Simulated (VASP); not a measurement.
# Sb2Au (Fm-3m) in VASP: further runs

Sb2Au is run at these levels: LDA; tasks: electric field gradients.

Program: VASP 6.6.1. These are calculated values, not measurements. Logs are shortened: lines on timing, memory, paths and dates and some standing lists are left out, and cuts for length are marked.

### 1 The cell of the first run

Symmetry: Fm-3m, No. 225, cubic system. Conventional cell: a = 6.566 Å, b = 6.566 Å, c = 6.566 Å, α = 90.00°, β = 90.00°, γ = 90.00°. Within 3.7 Å of Sb (site symmetry -43m) lie 4 Au at 2.84 Å and 6 Sb at 3.28 Å. Within 3.7 Å of Au (site symmetry m-3m) lie 8 Sb at 2.84 Å.

### 2 Electric field gradients, LDA (23.59 Å³/atom)

Contents of INCAR:

```
SYSTEM = Sb2Au
  PREC = Accurate
  ENCUT = 520
  EDIFF = 1E-8
  ISMEAR = -1
  SIGMA = 0.08
  LREAL = .False.
  LASPH = .True.
  NELM = 60
  ALGO = Normal
  ISIF = 2
  LWAVE = .False.
  LCHARG = .False.
  LEFG = .True.
  NBANDS = 18
```

Contents of KPOINTS:

```
regular mesh
0
Gamma
  9 9 9
  0 0 0
```

Contents of POSCAR:

```
Sb2Au
1.0
    0.0000000000      3.2830215134      3.2830215134
    3.2830215134      0.0000000000      3.2830215134
    3.2830215134      3.2830215134      0.0000000000
Sb Au
2 1
Direct
    0.2500000000      0.2500000000      0.2500000000
    0.7500000000      0.7500000000      0.7500000000
    0.0000000000      0.0000000000      0.0000000000
```

Potentials or basis: VASP PAW LDA potentials, release 64 (Sb, Au).

Launch:

```
$ cat potpaw_LDA.64/Sb/POTCAR potpaw_LDA.64/Au/POTCAR > POTCAR
$ mpirun -np 1 vasp_std > vasp.out
```

OUTCAR:

```text
SYSTEM = Sb2Au
   PREC = Accurate
   ENCUT = 520
   EDIFF = 1E-8
   ISMEAR = -1
   LREAL = .False.
   LASPH = .True.
   NELM = 60
   ISIF = 2

 ion  position               nearest neighbor table
   1  0.250  0.250  0.250-   3 2.84   3 2.84   3 2.84   3 2.84   2 3.28   2 3.28   2 3.28   2 3.28
                             2 3.28   2 3.28
   2  0.750  0.750  0.750-   3 2.84   3 2.84   3 2.84   3 2.84   1 3.28   1 3.28   1 3.28   1 3.28
                             1 3.28   1 3.28
   3  0.000  0.000  0.000-   1 2.84   2 2.84   2 2.84   2 2.84   2 2.84   1 2.84   1 2.84   1 2.84

  LATTYP: Found a face centered cubic cell.
 ALAT       =     6.5660430268

  Lattice vectors:

 A1 = (   0.0000000000,   3.2830215134,   3.2830215134)
 A2 = (   3.2830215134,   0.0000000000,   3.2830215134)
 A3 = (   3.2830215134,   3.2830215134,   0.0000000000)

Analysis of symmetry for initial positions (statically):
=====================================================================
 Subroutine PRICEL returns:
 Original cell was already a primitive cell.

 Routine SETGRP: Setting up the symmetry group for a
 face centered cubic supercell.

 Subroutine GETGRP returns: Found 48 space group operations
 (whereof 48 operations were pure point group operations)
 out of a pool of 48 trial point group operations.

The static configuration has the point symmetry O_h .

Analysis of symmetry for dynamics (positions and initial velocities):
=====================================================================
 Subroutine PRICEL returns:
 Original cell was already a primitive cell.

 Routine SETGRP: Setting up the symmetry group for a
 face centered cubic supercell.

 Subroutine GETGRP returns: Found 48 space group operations
 (whereof 48 operations were pure point group operations)
 out of a pool of 48 trial point group operations.

The dynamic configuration has the point symmetry O_h .

 Subroutine INISYM returns: Found 48 space group operations
 (whereof 48 operations are pure point group operations),
 and found     1 'primitive' translations

----------------------------------------------------------------------------------------

                                     Primitive cell

  volume of cell :      70.7703

  direct lattice vectors                    reciprocal lattice vectors
[... 132 lines left out ...]
  free energy    TOTEN  =       -13.76268722 eV

  energy without entropy =      -13.73779319  energy(sigma->0) =      -13.75024021

 E-fermi :   9.2629     XC(G=0): -10.8400

 val. band max:        9.1818588296   @ k =  -0.1111   0.1111   0.0000
 cond. band min:       9.2959015332   @ k =   0.1111   0.1111   0.0000
 fundamental gap:      0.1140427037
 Fermi energy:         9.2628747068

 k-point     1 :       0.0000    0.0000    0.0000
  band No.  band energies     occupation
      1      -4.1267      2.00000
      2       2.3037      2.00000
      3       2.3037      2.00000
      4       2.3037      2.00000
      5       2.5191      2.00000
      6       3.6717      2.00000
[... 481 lines left out ...]
      5       3.2487      2.00000
      6       3.7874      2.00000
[... 10 lines left out ...]
     17      17.4078      0.00000
     18      17.4078      0.00000

 [... further k-points ...]

------------------------ aborting loop because EDIFF is reached ----------------------------------------

  FORCE on cell =-STRESS in cart. coord.  units (eV):
  Direction    XX          YY          ZZ          XY          YZ          ZX
  --------------------------------------------------------------------------------------
  -------------------------------------------------------------------------------------
  Total        3.4617255      3.4617255      3.4617255     -0.0000000      0.0000000      0.0000000
  in kB       78.3703933     78.3703933     78.3703933     -0.0000000      0.0000000      0.0000000
  external PRESSURE =      78.3703933 kB  Pullay stress =       0.0000000 kB

 VOLUME and BASIS-vectors are now :
 -----------------------------------------------------------------------------
  energy-cutoff  :      520.00
  volume of cell :       70.77
      direct lattice vectors                 reciprocal lattice vectors
     0.000000000  3.283021513  3.283021513    -0.152298728  0.152298728  0.152298728
     3.283021513  0.000000000  3.283021513     0.152298728 -0.152298728  0.152298728
     3.283021513  3.283021513  0.000000000     0.152298728  0.152298728 -0.152298728

 POSITION                                       TOTAL-FORCE (eV/Angst)
 -----------------------------------------------------------------------------------
      1.64151      1.64151      1.64151        -0.000000     -0.000000     -0.000000
      4.92453      4.92453      4.92453         0.000000      0.000000      0.000000
      0.00000      0.00000      0.00000         0.000000      0.000000      0.000000
 -----------------------------------------------------------------------------------
    total drift:                               -0.000000      0.000000      0.000000

  FREE ENERGIE OF THE ION-ELECTRON SYSTEM (eV)
  ---------------------------------------------------
  free  energy   TOTEN  =       -13.7626872239 eV

  energy  without entropy=      -13.7377931937  energy(sigma->0) =      -13.75024021

 Electric field gradients (V/A^2)
---------------------------------------------------------------------
 ion       V_xx      V_yy      V_zz      V_xy      V_xz      V_yz
---------------------------------------------------------------------
   1       0.000     0.000    -0.000    -0.000    -0.000    -0.000
   2       0.000     0.000    -0.000    -0.000    -0.000    -0.000
   3       0.000    -0.000    -0.000     0.000     0.000     0.000
---------------------------------------------------------------------

 Electric field gradients after diagonalization (V/A^2)
 (convention: |V_zz| > |V_xx| > |V_yy|)
----------------------------------------------------------------------
 ion       V_xx      V_yy      V_zz     asymmetry (V_yy - V_xx)/ V_zz
----------------------------------------------------------------------
   1       0.000     0.000    -0.000       0.000
   2       0.000     0.000    -0.000       0.000
   3      -0.000    -0.000     0.001       0.000
----------------------------------------------------------------------

           NMR quadrupolar parameters

 Cq : quadrupolar parameter    Cq=e*Q*V_zz/h
 eta: asymmetry parameters     (V_yy - V_xx)/ V_zz
 Q  : nuclear electric quadrupole moment in mb (millibarn)
----------------------------------------------------------------------
 ion       Cq(MHz)       eta       Q (mb)
----------------------------------------------------------------------
   1      -0.000       0.000       1.000
   2      -0.000       0.000       1.000
   3       0.000       0.000       1.000
----------------------------------------------------------------------
```

It took 34 s on 1 thread of Intel Xeon Platinum 8259CL at 2.50GHz (Skylake/Cascade Lake), shared host; peak memory 0.2 GiB.

What came out:

```
Free energy                             : -13.7627 eV
Pressure                                : 7.8 GPa
Band gap on the k mesh                  : zero (an odd number of electrons rules out a gap without spin polarisation)
Largest electric field gradient by atom : zero within the noise of the run
```

Caveat: the cell stands under pressure; spin-orbit coupling is left out, which moves the levels of the heavy elements.

### 3 Electric field gradients, LDA (23.59 Å³/atom)

Contents of INCAR:

```
PREC = Accurate
ENCUT = 520
EDIFF = 1E-8
ISMEAR = -1
SIGMA = 0.08
LREAL = False
LASPH = True
NELM = 100
ALGO = Normal
ISIF = 2
LWAVE = False
LCHARG = False
LEFG = True
NBANDS = 18
```

Contents of KPOINTS:

```
regular mesh
0
Gamma
  9 9 9
```

POSCAR is that of step 2.

Potentials or basis: VASP PAW LDA potentials, release 64 (Sb, Au).

Launch:

```
$ cat potpaw_LDA.64/Sb/POTCAR potpaw_LDA.64/Au/POTCAR > POTCAR
$ mpirun -np 1 vasp_std > vasp.out
```

OUTCAR:

```text
PREC = Accurate
   ENCUT = 520
   EDIFF = 1E-8
   ISMEAR = -1
   LREAL = False
   LASPH = True
   NELM = 100
   ISIF = 2

 ion  position               nearest neighbor table
   1  0.250  0.250  0.250-   3 2.84   3 2.84   3 2.84   3 2.84   2 3.28   2 3.28   2 3.28   2 3.28
                             2 3.28   2 3.28
   2  0.750  0.750  0.750-   3 2.84   3 2.84   3 2.84   3 2.84   1 3.28   1 3.28   1 3.28   1 3.28
                             1 3.28   1 3.28
   3  0.000  0.000  0.000-   1 2.84   2 2.84   2 2.84   2 2.84   2 2.84   1 2.84   1 2.84   1 2.84

  LATTYP: Found a face centered cubic cell.
 ALAT       =     6.5660430268

  Lattice vectors:

[... 726 lines left out ...]
---------------------------------------------------------------------
 ion       V_xx      V_yy      V_zz      V_xy      V_xz      V_yz
---------------------------------------------------------------------
   1       0.000     0.000    -0.000    -0.000    -0.000    -0.000
   2       0.000     0.000    -0.000    -0.000    -0.000    -0.000
   3       0.000    -0.000    -0.000     0.000     0.000     0.000
---------------------------------------------------------------------

 Electric field gradients after diagonalization (V/A^2)
 (convention: |V_zz| > |V_xx| > |V_yy|)
----------------------------------------------------------------------
 ion       V_xx      V_yy      V_zz     asymmetry (V_yy - V_xx)/ V_zz
----------------------------------------------------------------------
   1       0.000     0.000    -0.000       0.000
   2       0.000     0.000    -0.000       0.000
   3      -0.000    -0.000     0.001       0.000
----------------------------------------------------------------------

           NMR quadrupolar parameters

 Cq : quadrupolar parameter    Cq=e*Q*V_zz/h
 eta: asymmetry parameters     (V_yy - V_xx)/ V_zz
 Q  : nuclear electric quadrupole moment in mb (millibarn)
----------------------------------------------------------------------
 ion       Cq(MHz)       eta       Q (mb)
----------------------------------------------------------------------
   1      -0.000       0.000       1.000
   2      -0.000       0.000       1.000
   3       0.000       0.000       1.000
----------------------------------------------------------------------
```

stdout:

```text
POSCAR found type information on POSCAR SbAu
 POSCAR found :  2 types and       3 ions
 scaLAPACK will be used
 LDA part: xc-table for (Slater(with rela. corr.)+CA(PZ))
 , standard interpolation
 POSCAR, INCAR and KPOINTS ok, starting setup
 FFT: planning ... GRIDC
 FFT: planning ... GRID_SOFT
 FFT: planning ... GRID
 WAVECAR not read
 entering main loop
ion   1

ion   2

ion   3
```

Wall time 41 s (1 thread of Intel Xeon Platinum 8259CL at 2.50GHz (Skylake/Cascade Lake), shared host); peak memory 0.2 GiB.

What came out:

| Property | Result |
| --- | --- |
| Free energy | -13.7627 eV |
| Pressure | 7.8 GPa |
| Band gap on the k mesh | zero (an odd number of electrons rules out a gap without spin polarisation) |
| Largest electric field gradient by atom | zero within the noise of the run |

Levels at points of the mesh, in eV from the Fermi level:
```
           k point  band 6  band 7  band 8  band 9  band 10  band 11  band 12  band 13  band 14  band 15
(0.00, 0.00, 0.00)   -5.59   -5.59   -0.24   -0.24    -0.24     0.54     0.54     0.54     1.75     2.52
```

Caveat: the cell stands under pressure; spin-orbit coupling is left out, which moves the levels of the heavy elements.

(Part 1 of 3 ends here.)
